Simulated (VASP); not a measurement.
CdS: single point with BLYP

CdS:

```xyz
2
Lattice="0.0000 2.7532 2.7532 2.7532 0.0000 2.7532 2.7532 2.7532 0.0000" Properties=species:S:1:pos:R:3 pbc="T T T"
Cd    0.0000    0.0000    0.0000
S     2.7532    2.7532    2.7532
```

- Program: VASP 6.6.1
- Task: single point
- Functional: BLYP
- Potentials or basis: VASP PAW PBE potentials, release 64 (Cd, S)
- Cutoff: 500 eV
- k mesh: 6 × 6 × 6
- Occupations: gaussian, width 0.01 eV
- Spin: no spin polarisation

| Quantity | Value |
| --- | --- |
| Pressure | 4.5 GPa |
| Band gap on the k mesh | 0.17 eV, indirect (least direct gap 1.52 eV) |

Levels at points of the mesh, in eV from the valence-band top:
| k point | band 5 | band 6 | band 7 | band 8 | band 9 | band 10 | band 11 | band 12 | band 13 | band 14 |
| --- | --- | --- | --- | --- | --- | --- | --- | --- | --- | --- |
| (0.00, 0.00, 0.00) | -7.67 | -7.67 | -0.70 | -0.70 | -0.70 | 0.82 | 9.43 | 9.43 | 9.43 | 11.22 |
| (0.50, 0.00, 0.00) | -7.48 | -7.48 | -4.73 | 0.00 | 0.00 | 3.74 | 5.97 | 5.97 | 6.50 | 12.61 |
| (0.50, 0.50, 0.00) | -7.42 | -6.77 | -4.00 | -2.02 | -2.02 | 0.17 | 6.39 | 9.84 | 11.09 | 11.09 |

Wall time 12 s on 1 thread of Intel(R) Xeon(R) Platinum 8488C (Sapphire Rapids), on a shared host, peak memory 0.15 GiB.

Caveat: the PAW data sets were made with another functional, which shifts forces and pressure a little. A k mesh can miss the band edges.
